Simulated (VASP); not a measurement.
# Pd (Pm-3m) in VASP: further runs, part 2 of 2

VASP 6.6.1. Earlier steps stand in the parts before.

### 3 Relaxation of cell and atoms, LDA

This run uses another cell than the first one, of 16.19 Å³/atom, 0.990 times its volume.

INCAR

```
SYSTEM = Pd
ALGO     = Normal         ! electronic algorithm
EDIFF    = 1E-6           ! SCF threshold, eV
EDIFFG   = -0.01          ! ionic threshold
ENCUT    = 600            ! plane-wave cutoff, eV
GGA      = CA             ! functional
IBRION   = 2              ! ionic algorithm
ISIF     = 3              ! what is computed and relaxed
ISMEAR   = 1              ! smearing method
LASPH    = .True.         ! aspherical terms in the spheres
LCHARG   = .False.        ! write CHGCAR
LREAL    = .False.        ! projectors in reciprocal space
LWAVE    = .False.        ! write WAVECAR
NELM     = 80             ! most SCF steps
NSW      = 80             ! ionic steps
PREC     = Accurate       ! precision mode
SIGMA    = 0.1            ! smearing width, eV
```

KPOINTS

```
k-points
0
Gamma
  16 16 16
  0 0 0
```

POSCAR

```
Pd
1.0
    2.5300000000      0.0000000000      0.0000000000
    0.0000000000      2.5300000000      0.0000000000
    0.0000000000      0.0000000000      2.5300000000
Pd
1
Direct
    0.0000000000      0.0000000000      0.0000000000
```

Potentials or basis: VASP PAW LDA potentials, release 64 (Pd).

Run with:

```console
cat potpaw_LDA.64/Pd/POTCAR > POTCAR
mpirun -np 1 vasp_std > vasp.out
```

OUTCAR:

```text
SYSTEM = Pd
   EDIFF = 1E-6
   EDIFFG = -0.01
   ENCUT = 600
   GGA = CA
   IBRION = 2
   ISIF = 3
   ISMEAR = 1
   LASPH = .True.
   LREAL = .False.
   NELM = 80
   NSW = 80
   PREC = Accurate

 ion  position               nearest neighbor table
   1  0.000  0.000  0.000-

  LATTYP: Found a simple cubic cell.
 ALAT       =     2.5300000000

  Lattice vectors:

 A1 = (   2.5300000000,   0.0000000000,   0.0000000000)
 A2 = (   0.0000000000,   2.5300000000,   0.0000000000)
 A3 = (   0.0000000000,   0.0000000000,   2.5300000000)

Analysis of symmetry for initial positions (statically):
=====================================================================
 Subroutine PRICEL returns:
 Original cell was already a primitive cell.

 Routine SETGRP: Setting up the symmetry group for a
 simple cubic supercell.

 Subroutine GETGRP returns: Found 48 space group operations
 (whereof 48 operations were pure point group operations)
 out of a pool of 48 trial point group operations.

The static configuration has the point symmetry O_h .

Analysis of symmetry for dynamics (positions and initial velocities):
=====================================================================
 Subroutine PRICEL returns:
 Original cell was already a primitive cell.

 Routine SETGRP: Setting up the symmetry group for a
 simple cubic supercell.

 Subroutine GETGRP returns: Found 48 space group operations
 (whereof 48 operations were pure point group operations)
 out of a pool of 48 trial point group operations.

The dynamic configuration has the point symmetry O_h .

 Subroutine INISYM returns: Found 48 space group operations
 (whereof 48 operations are pure point group operations),
 and found     1 'primitive' translations

----------------------------------------------------------------------------------------

                                     Primitive cell

  volume of cell :      16.1943

  direct lattice vectors                    reciprocal lattice vectors
     2.530000000  0.000000000  0.000000000     0.395256917  0.000000000  0.000000000
     0.000000000  2.530000000  0.000000000     0.000000000  0.395256917  0.000000000
     0.000000000  0.000000000  2.530000000     0.000000000  0.000000000  0.395256917

  length of vectors
     2.530000000  2.530000000  2.530000000     0.395256917  0.395256917  0.395256917

  position of ions in fractional coordinates (direct lattice)
     0.000000000  0.000000000  0.000000000

  ion indices of the primitive-cell ions
   primitive index   ion index
                 1           1

----------------------------------------------------------------------------------------

 KPOINTS: k-points

Automatic generation of k-mesh.
 Grid dimensions read from file:
 generate k-points for:   16   16   16

 Generating k-lattice:

  Cartesian coordinates                     Fractional coordinates (reciprocal lattice)
     0.024703557  0.000000000  0.000000000     0.062500000  0.000000000  0.000000000
     0.000000000  0.024703557  0.000000000     0.000000000  0.062500000  0.000000000
     0.000000000  0.000000000  0.024703557     0.000000000  0.000000000  0.062500000

  Length of vectors
     0.024703557  0.024703557  0.024703557

  Shift w.r.t. Gamma in fractional coordinates (k-lattice)
[... 37 lines left out ...]
   dimension x,y,z NGX =    20 NGY =   20 NGZ =   20
   dimension x,y,z NGXF=    40 NGYF=   40 NGZF=   40
   ions per type =               1
   NGX,Y,Z   is equivalent  to a cutoff of  13.14, 13.14, 13.14 a.u.
   NGXF,Y,Z  is equivalent  to a cutoff of  26.28, 26.28, 26.28 a.u.
 SYSTEM =  Pd
   PREC   = accura    normal or accurate (medium, high low for compatibility)
   ISTART =      0    job   : 0-new  1-cont  2-samecut
   ICHARG =      2    charge: 1-file 2-atom 10-const
   ISPIN  =      1    spin polarized calculation?
   LNONCOLLINEAR =      F non collinear calculations
   LSORBIT =      F    spin-orbit coupling
   LASPH  =      T    aspherical Exc in radial PAW
   ENCUT  =  600.0 eV  44.10 Ry    6.64 a.u.   5.05  5.05  5.05*2*pi/ulx,y,z
   NELM   =     80;   NELMIN=  2; NELMDL= -5     # of ELM steps
   EDIFF  = 0.1E-05   stopping-criterion for ELM
   LREAL  =      F    real-space projection
   EDIFFG = -.1E-01   stopping-criterion for IOM
   NSW    =     80    number of steps for IOM
   IBRION =      2    ionic relax: 0-MD 1-quasi-New 2-CG
   NFREE  =      1    steps in history (QN), initial steepest desc. (CG)
   ISIF   =      3    stress and relaxation
   ISYM   =      2    0-nonsym 1-usesym 2-fastsym
   POTIM  = 0.5000    time-step for ionic-motion
   TEBEG  =    0.0;   TEEND  =   0.0 temperature during run
   PSTRESS=    0.0 pullay stress
   NELECT =      10.0000    total number of electrons
   NUPDOWN=      -1.0000    fix difference up-down
   EMIN   =  10.00;   EMAX   =-10.00  energy-range for DOS
   EFERMI =   0.00;   METHOD = LEGACY
   ISMEAR =     1;   SIGMA  =   0.10  broadening in eV -4-tet -1-fermi 0-gaus
   EFERMI_NEDOS =   21; number of points for ismear=-14 and -15
   IALGO  =     38    algorithm
   IMIX   =      4    mixing-type and parameters
     AMIX     =   0.40;   BMIX     =  1.00
     AMIX_MAG =   1.60;   BMIX_MAG =  1.00
  volume/ion in A,a.u.               =      16.19       109.28
  Fermi-wavevector in a.u.,A,eV,Ry     =   1.394080  2.634429 26.442359  1.943459
  Thomas-Fermi vector in A             =   2.517664
   LORBIT       =      0    0 simple, 1 ext, 2 COOP (PROOUT), +10 PAW based schemes
   GGA     = CA    functional components
   LHFCALC =     F    Hartree Fock is set to
   AEXX    =    0.0000 exact exchange contribution
   IVDW    =     0    specifies the selected vdW correction
   LEPSILON=     F    determine dielectric tensor
   LRPA    =     F    only Hartree local field effects (RPA)
 conjugate gradient relaxation of ions
 non-spin polarized calculation
 Methfessel and Paxton  Order N= 1 SIGMA  =   0.10
  energy-cutoff  :      600.00
  volume of cell :       16.19
 maximum number of plane-waves:       554
   NGX = 11   NGY = 11   NGZ = 11

--------------------------------------- Ionic step        1  -------------------------------------------

 number of electron      10.0000000 magnetization

 number of electron       9.9999996 magnetization

 Free energy of the ion-electron system (eV)
  ---------------------------------------------------
  ext. energy  EPLUGINS =         0.00000000
  ---------------------------------------------------
  free energy    TOTEN  =        -5.88326177 eV

  energy without entropy =       -5.88256958  energy(sigma->0) =       -5.88303104

------------------------ aborting loop because EDIFF is reached ----------------------------------------

  FORCE on cell =-STRESS in cart. coord.  units (eV):
  Direction    XX          YY          ZZ          XY          YZ          ZX
  --------------------------------------------------------------------------------------
  -------------------------------------------------------------------------------------
  Total        0.1691275      0.1691275      0.1691275      0.0000000      0.0000000      0.0000000
  in kB       16.7325940     16.7325940     16.7325940      0.0000000      0.0000000      0.0000000
  external PRESSURE =      16.7325940 kB  Pullay stress =       0.0000000 kB
[... 57 lines left out ...]
--------------------------------------- Ionic step        3  -------------------------------------------

 number of electron       9.9999996 magnetization

 Free energy of the ion-electron system (eV)
  ---------------------------------------------------
  ext. energy  EPLUGINS =         0.00000000
  ---------------------------------------------------
  free energy    TOTEN  =        -5.88409174 eV

  energy without entropy =       -5.88346540  energy(sigma->0) =       -5.88388296

 E-fermi :   8.2085     XC(G=0): -12.7643

 val. band max:        8.2048199671   @ k =   0.4375   0.3750   0.3750
 cond. band min:       8.2102173752   @ k =   0.1250   0.0625   0.0000
 fundamental gap:      0.0053974082
 Fermi energy:         8.2085370811

 k-point     1 :       0.0000    0.0000    0.0000
  band No.  band energies     occupation
      1       1.5986      2.00000
      2       3.0771      2.00000
      3       3.0771      2.00000
      4       8.2620      0.22261
      5       8.2620      0.22261
      6       8.2620      0.22261
      7      25.1374      0.00000
      8      25.1374      0.00000
      9      25.1374      0.00000
[... 265 lines left out ...]
 k-point    24 :       0.5000    0.1250    0.0000
  band No.  band energies     occupation
      1       3.7634      2.00000
      2       4.3771      2.00000
      3       5.4211      2.00000
      4       6.5210      2.00000
      5       8.1650      1.66473
      6       9.5066     -0.00000
      7      13.5115      0.00000
      8      26.3976      0.00000
      9      29.1852      0.00000

 [... further k-points ...]
[... 5 lines left out ...]
  --------------------------------------------------------------------------------------
  -------------------------------------------------------------------------------------
  Total       -0.0007039     -0.0007039     -0.0007039     -0.0000000      0.0000000      0.0000000
  in kB       -0.0689558     -0.0689558     -0.0689558     -0.0000000      0.0000000      0.0000000
  external PRESSURE =      -0.0689558 kB  Pullay stress =       0.0000000 kB
[... 16 lines left out ...]
  FREE ENERGIE OF THE ION-ELECTRON SYSTEM (eV)
  ---------------------------------------------------
  free  energy   TOTEN  =        -5.8840917351 eV

  energy  without entropy=       -5.8834654040  energy(sigma->0) =       -5.88388296

 reached required accuracy - stopping structural energy minimisation
```

Wall time 18 s (1 thread of Intel Xeon 6975P-C (Granite Rapids), shared host); peak memory 0.14 GiB.

Results:

| Property | Result |
| --- | --- |
| Free energy | -5.8841 eV |
| Relaxed volume | 16.36 Å³/atom |
| Relaxed cell | a = 2.538 Å, b = 2.538 Å, c = 2.538 Å, α = 90.00°, β = 90.00°, γ = 90.00° |
| Space group after relaxing (to 0.05 Å) | Pm-3m (No. 221) |
| Energy gained by relaxing | 0.8 meV/atom |
| Ionic steps | 3 |
| Pressure after relaxing | 0.0 GPa |
| Band gap on the k mesh | zero (band 5 reaches 9.63 eV, above the bottom of band 6 at 7.50 eV) |

The path:
| step | energy change (eV) | largest force (eV/Å) | pressure (GPa) | volume (Å³) |
| --- | --- | --- | --- | --- |
| 1 | 0.0000 | 0.0000 | 1.67 | 16.19 |
| 2 | 0.0009 | 0.0000 | -2.33 | 16.59 |
| 3 | -0.0008 | 0.0000 | -0.01 | 16.36 |

Final structure:
```cif
data_structure
_symmetry_space_group_name_H-M 'P 1'
_symmetry_Int_Tables_number 1
_cell_length_a 2.5384
_cell_length_b 2.5384
_cell_length_c 2.5384
_cell_angle_alpha 90.000
_cell_angle_beta 90.000
_cell_angle_gamma 90.000
_cell_volume 16.36
loop_
_atom_site_label
_atom_site_type_symbol
_atom_site_fract_x
_atom_site_fract_y
_atom_site_fract_z
_atom_site_occupancy
Pd1 Pd 0.00000 0.00000 0.00000 1
```

Levels at points of the mesh, in eV from the Fermi level:
```csv
k point,band 2,band 3,band 4,band 5,band 6,band 7,band 8,band 9
"(0.00, 0.00, 0.00)",-5.13,-5.13,0.05,0.05,0.05,16.93,16.93,16.93
"(0.50, 0.00, 0.00)",-4.40,-1.74,-1.74,0.11,0.22,5.27,18.43,21.69
"(0.50, 0.50, 0.00)",-3.85,-1.40,-1.40,1.31,5.56,5.56,12.45,12.93
"(0.50, 0.50, 0.50)",-4.39,-4.39,1.42,1.42,10.99,11.61,11.61,11.61
```
